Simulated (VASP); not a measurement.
# BaLi3Rh4 (Pm-3m) in VASP: single point with PBE

Aim: the single point of BaLi3Rh4 with PBE.

Everything below comes from runs of VASP 6.6.1. Logs are shortened: lines on timing, memory, paths and dates and some standing lists are left out, and cuts for length are marked.

### 1 The cell of the first run

It takes space group Pm-3m (No. 221, cubic). The conventional cell has a = 5.070 Å, b = 5.070 Å, c = 5.070 Å, α = 90.00°, β = 90.00°, γ = 90.00°. Within 3.3 Å of Ba (site symmetry m-3m) lie 6 Rh at 2.53 Å. Within 3.3 Å of Li (site symmetry 4/mmm) lie 6 Rh at 2.53 Å. Within 3.3 Å of Rh (site symmetry m-3m) lie 6 Li at 2.53 Å. Within 3.3 Å of Rh (site symmetry 4/mmm) lie 2 Ba at 2.53 Å and 4 Li at 2.53 Å.

The cell was built from a structure type or drawn by symmetry, and may not be a known phase.

### 2 Single point, PBE

File INCAR:

```
PREC = Accurate ; ENCUT = 750
EDIFF = 1E-6 ; ISMEAR = 0
SIGMA = 0.1 ; LREAL = False
LASPH = True ; NELM = 120
ALGO = Normal ; ISIF = 2
LWAVE = False ; LCHARG = True
GGA = PE ; LELF = True
LVHAR = True ; NBANDS = 54
GGA_COMPAT = False
```

File KPOINTS:

```
regular mesh
0
Gamma
  4 4 4
```

File POSCAR:

```
BaLi3Rh4
1.0
    5.0698698900      0.0000000000      0.0000000000
    0.0000000000      5.0698698900      0.0000000000
    0.0000000000      0.0000000000      5.0698698900
Ba Li Rh
1 3 4
Direct
    0.5000000000      0.5000000000      0.5000000000
    0.0000000000      0.0000000000      0.5000000000
    0.0000000000      0.5000000000      0.0000000000
    0.5000000000      0.0000000000      0.0000000000
    0.0000000000      0.0000000000      0.0000000000
    0.5000000000      0.5000000000      0.0000000000
    0.5000000000      0.0000000000      0.5000000000
    0.0000000000      0.5000000000      0.5000000000
```

Potentials or basis: VASP PAW PBE potentials, release 64 (Ba_sv, Li_sv, Rh_sv_GW).

Launch:

```console
$ cat potpaw_PBE.64/Ba_sv/POTCAR potpaw_PBE.64/Li_sv/POTCAR potpaw_PBE.64/Rh_sv_GW/POTCAR > POTCAR
$ mpirun -np 1 vasp_std > vasp.out
```

OUTCAR:

```text
PREC = Accurate
   ENCUT = 750
   EDIFF = 1E-6
   ISMEAR = 0
   LREAL = False
   LASPH = True
   NELM = 120
   ISIF = 2
   GGA = PE

 ion  position               nearest neighbor table
   1  0.500  0.500  0.500-   6 2.53   7 2.53   8 2.53   6 2.53   7 2.53   8 2.53   3 3.58   4 3.58
                             2 3.58   2 3.58   4 3.58   3 3.58   4 3.58   2 3.58   3 3.58   4 3.58
   2  0.000  0.000  0.500-   5 2.53   7 2.53   8 2.53   5 2.53   8 2.53   7 2.53   1 3.58   1 3.58
                             1 3.58   1 3.58
   3  0.000  0.500  0.000-   5 2.53   6 2.53   8 2.53   8 2.53   5 2.53   6 2.53   1 3.58   1 3.58
                             1 3.58   1 3.58
   4  0.500  0.000  0.000-   5 2.53   6 2.53   7 2.53   7 2.53   6 2.53   5 2.53   1 3.58   1 3.58
                             1 3.58   1 3.58
   5  0.000  0.000  0.000-   2 2.53   3 2.53   4 2.53   2 2.53   3 2.53   4 2.53
   6  0.500  0.500  0.000-   1 2.53   3 2.53   4 2.53   1 2.53   4 2.53   3 2.53
   7  0.500  0.000  0.500-   1 2.53   2 2.53   4 2.53   4 2.53   1 2.53   2 2.53
   8  0.000  0.500  0.500-   1 2.53   2 2.53   3 2.53   3 2.53   2 2.53   1 2.53

  LATTYP: Found a simple cubic cell.
 ALAT       =     5.0698698900

  Lattice vectors:

 A1 = (   5.0698698900,   0.0000000000,   0.0000000000)
 A2 = (   0.0000000000,   5.0698698900,   0.0000000000)
 A3 = (   0.0000000000,   0.0000000000,   5.0698698900)

Analysis of symmetry for initial positions (statically):
=====================================================================
 Subroutine PRICEL returns:
 Original cell was already a primitive cell.

 Routine SETGRP: Setting up the symmetry group for a
 simple cubic supercell.

 Subroutine GETGRP returns: Found 48 space group operations
 (whereof 48 operations were pure point group operations)
 out of a pool of 48 trial point group operations.

The static configuration has the point symmetry O_h .

Analysis of symmetry for dynamics (positions and initial velocities):
=====================================================================
 Subroutine PRICEL returns:
 Original cell was already a primitive cell.

 Routine SETGRP: Setting up the symmetry group for a
 simple cubic supercell.

 Subroutine GETGRP returns: Found 48 space group operations
 (whereof 48 operations were pure point group operations)
 out of a pool of 48 trial point group operations.

The dynamic configuration has the point symmetry O_h .

 Subroutine INISYM returns: Found 48 space group operations
 (whereof 48 operations are pure point group operations),
 and found     1 'primitive' translations

----------------------------------------------------------------------------------------

                                     Primitive cell

  volume of cell :     130.3138

  direct lattice vectors                    reciprocal lattice vectors
     5.069869890  0.000000000  0.000000000     0.197243721  0.000000000  0.000000000
     0.000000000  5.069869890  0.000000000     0.000000000  0.197243721  0.000000000
     0.000000000  0.000000000  5.069869890     0.000000000  0.000000000  0.197243721

  length of vectors
     5.069869890  5.069869890  5.069869890     0.197243721  0.197243721  0.197243721

  position of ions in fractional coordinates (direct lattice)
     0.500000000  0.500000000  0.500000000
     0.000000000  0.000000000  0.500000000
     0.000000000  0.500000000  0.000000000
     0.500000000  0.000000000  0.000000000
     0.000000000  0.000000000  0.000000000
     0.500000000  0.500000000  0.000000000
     0.500000000  0.000000000  0.500000000
     0.000000000  0.500000000  0.500000000

  ion indices of the primitive-cell ions
   primitive index   ion index
                 1           1
                 2           2
                 3           3
                 4           4
                 5           5
                 6           6
                 7           7
                 8           8

----------------------------------------------------------------------------------------

 KPOINTS: regular mesh

Automatic generation of k-mesh.
 Grid dimensions read from file:
 generate k-points for:    4    4    4

 Generating k-lattice:

  Cartesian coordinates                     Fractional coordinates (reciprocal lattice)
     0.049310930  0.000000000  0.000000000     0.250000000  0.000000000  0.000000000
     0.000000000  0.049310930  0.000000000     0.000000000  0.250000000  0.000000000
     0.000000000  0.000000000  0.049310930     0.000000000  0.000000000  0.250000000

  Length of vectors
     0.049310930  0.049310930  0.049310930

  Shift w.r.t. Gamma in fractional coordinates (k-lattice)
     0.000000000  0.000000000  0.000000000

 Subroutine IBZKPT returns following result:
 ===========================================

 Found     10 irreducible k-points:

 Following reciprocal coordinates:
            Coordinates               Weight
  0.000000  0.000000  0.000000      1.000000
  0.250000  0.000000  0.000000      6.000000
  0.500000  0.000000  0.000000      3.000000
  0.250000  0.250000  0.000000     12.000000
  0.500000  0.250000  0.000000     12.000000
  0.500000  0.500000  0.000000      3.000000
  0.250000  0.250000  0.250000      8.000000
  0.500000  0.250000  0.250000     12.000000
  0.500000  0.500000  0.250000      6.000000
  0.500000  0.500000  0.500000      1.000000
   k-points           NKPTS =     10   k-points in BZ     NKDIM =     10   number of bands    NBANDS=     54
   number of dos      NEDOS =    301   number of ions     NIONS =      8
   total plane-waves  NPLWV = 110592
   dimension x,y,z NGX =    48 NGY =   48 NGZ =   48
   dimension x,y,z NGXF=    96 NGYF=   96 NGZF=   96
   ions per type =               1   3   4
   NGX,Y,Z   is equivalent  to a cutoff of  15.74, 15.74, 15.74 a.u.
   NGXF,Y,Z  is equivalent  to a cutoff of  31.48, 31.48, 31.48 a.u.
 SYSTEM =  unknown system
   PREC   = accura    normal or accurate (medium, high low for compatibility)
   ISTART =      0    job   : 0-new  1-cont  2-samecut
   ICHARG =      2    charge: 1-file 2-atom 10-const
   ISPIN  =      1    spin polarized calculation?
   LNONCOLLINEAR =      F non collinear calculations
   LSORBIT =      F    spin-orbit coupling
   LASPH  =      T    aspherical Exc in radial PAW
   ENCUT  =  750.0 eV  55.12 Ry    7.42 a.u.  11.32 11.32 11.32*2*pi/ulx,y,z
   NELM   =    120;   NELMIN=  2; NELMDL= -5     # of ELM steps
   EDIFF  = 0.1E-05   stopping-criterion for ELM
   LREAL  =      F    real-space projection
   EDIFFG = 0.1E-04   stopping-criterion for IOM
   NSW    =      0    number of steps for IOM
   IBRION =     -1    ionic relax: 0-MD 1-quasi-New 2-CG
   NFREE  =      0    steps in history (QN), initial steepest desc. (CG)
   ISIF   =      2    stress and relaxation
   ISYM   =      2    0-nonsym 1-usesym 2-fastsym
   POTIM  = 0.5000    time-step for ionic-motion
   TEBEG  =    0.0;   TEEND  =   0.0 temperature during run
   PSTRESS=    0.0 pullay stress
   NELECT =      87.0000    total number of electrons
   NUPDOWN=      -1.0000    fix difference up-down
   EMIN   =  10.00;   EMAX   =-10.00  energy-range for DOS
   EFERMI =   0.00;   METHOD = LEGACY
   ISMEAR =     0;   SIGMA  =   0.10  broadening in eV -4-tet -1-fermi 0-gaus
   EFERMI_NEDOS =   21; number of points for ismear=-14 and -15
   IALGO  =     38    algorithm
   IMIX   =      4    mixing-type and parameters
     AMIX     =   0.40;   BMIX     =  1.00
     AMIX_MAG =   1.60;   BMIX_MAG =  1.00
  volume/ion in A,a.u.               =      16.29       109.93
  Fermi-wavevector in a.u.,A,eV,Ry     =   1.430818  2.703854 27.854398  2.047241
  Thomas-Fermi vector in A             =   2.550622
   LORBIT       =      0    0 simple, 1 ext, 2 COOP (PROOUT), +10 PAW based schemes
   GGA     = PE    functional components
   LHFCALC =     F    Hartree Fock is set to
   AEXX    =    0.0000 exact exchange contribution
   IVDW    =     0    specifies the selected vdW correction
   LEPSILON=     F    determine dielectric tensor
   LRPA    =     F    only Hartree local field effects (RPA)
 non-spin polarized calculation
 Gauss-broadening in eV      SIGMA  =   0.10
  energy-cutoff  :      750.00
  volume of cell :      130.31
 maximum number of plane-waves:      6094
 NGX is ok and might be reduce to    48
   NGX = 23   NGY = 23   NGZ = 23

 number of electron      87.0000026 magnetization

 Free energy of the ion-electron system (eV)
  ---------------------------------------------------
  ext. energy  EPLUGINS =         0.00000000
  ---------------------------------------------------
  free energy    TOTEN  =       -26.90159814 eV

  energy without entropy =      -26.87386399  energy(sigma->0) =      -26.88773106

 E-fermi :   5.0216     XC(G=0): -11.0063

 val. band max:        4.8587070240   @ k =   0.2500   0.2500   0.0000
 cond. band min:       5.0289614433   @ k =   0.2500   0.0000   0.0000
 fundamental gap:      0.1702544193
 Fermi energy:         5.0216038712

 k-point     1 :       0.0000    0.0000    0.0000
  band No.  band energies     occupation
      1     -72.1917      2.00000
      2     -72.1887      2.00000
      3     -72.1887      2.00000
      4     -71.9107      2.00000
      5     -40.4933      2.00000
      6     -40.4933      2.00000
[... 46 lines left out ...]
     53       9.7623      0.00000
     54      12.5371      0.00000

 k-point     2 :       0.2500    0.0000    0.0000
  band No.  band energies     occupation
      1     -72.1913      2.00000
      2     -72.1890      2.00000
      3     -72.1887      2.00000
      4     -71.9107      2.00000
      5     -40.4956      2.00000
      6     -40.4932      2.00000
[... 46 lines left out ...]
     53      10.9591      0.00000
     54      12.0689      0.00000

 k-point     3 :       0.5000    0.0000    0.0000
  band No.  band energies     occupation
      1     -72.1907      2.00000
      2     -72.1894      2.00000
      3     -72.1887      2.00000
      4     -71.9107      2.00000
      5     -40.4979      2.00000
      6     -40.4931      2.00000
[... 46 lines left out ...]
     53      11.3607      0.00000
     54      11.4513      0.00000

 k-point     4 :       0.2500    0.2500    0.0000
  band No.  band energies     occupation
      1     -72.1909      2.00000
      2     -72.1891      2.00000
      3     -72.1889      2.00000
      4     -71.9107      2.00000
      5     -40.5060      2.00000
      6     -40.4931      2.00000
[... 46 lines left out ...]
     53      11.5044      0.00000
     54      11.5243      0.00000

 k-point     5 :       0.5000    0.2500    0.0000
  band No.  band energies     occupation
      1     -72.1903      2.00000
      2     -72.1894      2.00000
      3     -72.1889      2.00000
      4     -71.9107      2.00000
      5     -40.5115      2.00000
      6     -40.4930      2.00000
[... 46 lines left out ...]
     53      10.8935      0.00000
     54      11.2009      0.00000

 k-point     6 :       0.5000    0.5000    0.0000
  band No.  band energies     occupation
      1     -72.1897      2.00000
      2     -72.1894      2.00000
      3     -72.1894      2.00000
      4     -71.9107      2.00000
      5     -40.5187      2.00000
      6     -40.4929      2.00000
[... 46 lines left out ...]
     53      10.1529      0.00000
     54      11.1031      0.00000

 k-point     7 :       0.2500    0.2500    0.2500
  band No.  band energies     occupation
      1     -72.1906      2.00000
      2     -72.1891      2.00000
      3     -72.1891      2.00000
      4     -71.9107      2.00000
      5     -40.5164      2.00000
      6     -40.4850      2.00000
[... 46 lines left out ...]
     53      11.5233      0.00000
     54      11.9258      0.00000

 k-point     8 :       0.5000    0.2500    0.2500
  band No.  band energies     occupation
      1     -72.1901      2.00000
      2     -72.1894      2.00000
      3     -72.1891      2.00000
      4     -71.9107      2.00000
      5     -40.5231      2.00000
      6     -40.4850      2.00000
[... 46 lines left out ...]
     53      11.5542      0.00000
     54      11.7091      0.00000

 k-point     9 :       0.5000    0.5000    0.2500
  band No.  band energies     occupation
      1     -72.1896      2.00000
      2     -72.1894      2.00000
      3     -72.1894      2.00000
      4     -71.9107      2.00000
      5     -40.5309      2.00000
      6     -40.4831      2.00000
[... 46 lines left out ...]
     53      11.0418      0.00000
     54      12.0194      0.00000

 k-point    10 :       0.5000    0.5000    0.5000
  band No.  band energies     occupation
      1     -72.1894      2.00000
      2     -72.1894      2.00000
      3     -72.1894      2.00000
      4     -71.9107      2.00000
      5     -40.5395      2.00000
      6     -40.4769      2.00000
[... 46 lines left out ...]
     53       9.3241      0.00000
     54      11.4116      0.00000

------------------------ aborting loop because EDIFF is reached ----------------------------------------

  FORCE on cell =-STRESS in cart. coord.  units (eV):
  Direction    XX          YY          ZZ          XY          YZ          ZX
  --------------------------------------------------------------------------------------
  -------------------------------------------------------------------------------------
  Total        6.6598198      6.6598198      6.6598198      0.0000000      0.0000000     -0.0000000
  in kB       81.8809020     81.8809020     81.8809020      0.0000000      0.0000000     -0.0000000
  external PRESSURE =      81.8809020 kB  Pullay stress =       0.0000000 kB

 VOLUME and BASIS-vectors are now :
 -----------------------------------------------------------------------------
  energy-cutoff  :      750.00
  volume of cell :      130.31
      direct lattice vectors                 reciprocal lattice vectors
     5.069869890  0.000000000  0.000000000     0.197243721  0.000000000  0.000000000
     0.000000000  5.069869890  0.000000000     0.000000000  0.197243721  0.000000000
     0.000000000  0.000000000  5.069869890     0.000000000  0.000000000  0.197243721

 POSITION                                       TOTAL-FORCE (eV/Angst)
 -----------------------------------------------------------------------------------
      2.53493      2.53493      2.53493         0.000000      0.000000      0.000000
      0.00000      0.00000      2.53493         0.000000      0.000000      0.000000
      0.00000      2.53493      0.00000         0.000000      0.000000      0.000000
      2.53493      0.00000      0.00000         0.000000      0.000000      0.000000
      0.00000      0.00000      0.00000         0.000000      0.000000      0.000000
      2.53493      2.53493      0.00000         0.000000      0.000000      0.000000
      2.53493      0.00000      2.53493         0.000000      0.000000      0.000000
      0.00000      2.53493      2.53493         0.000000      0.000000      0.000000
 -----------------------------------------------------------------------------------
    total drift:                                0.000000      0.000000     -0.000000

  FREE ENERGIE OF THE ION-ELECTRON SYSTEM (eV)
  ---------------------------------------------------
  free  energy   TOTEN  =       -26.9015981375 eV

  energy  without entropy=      -26.8738639889  energy(sigma->0) =      -26.88773106
```

Run time: 6 min. Hardware: 1 thread of Intel Xeon Platinum 8259CL at 2.50GHz (Skylake/Cascade Lake), shared host; peak memory 0.4 GiB.

What came out:

* Free energy: -26.9016 eV
* Pressure: 8.2 GPa
* Band gap on the k mesh: zero (an odd number of electrons rules out a gap without spin polarisation)

Caveat: the cell stands under pressure; spin-orbit coupling is left out, which moves the levels of the heavy elements.
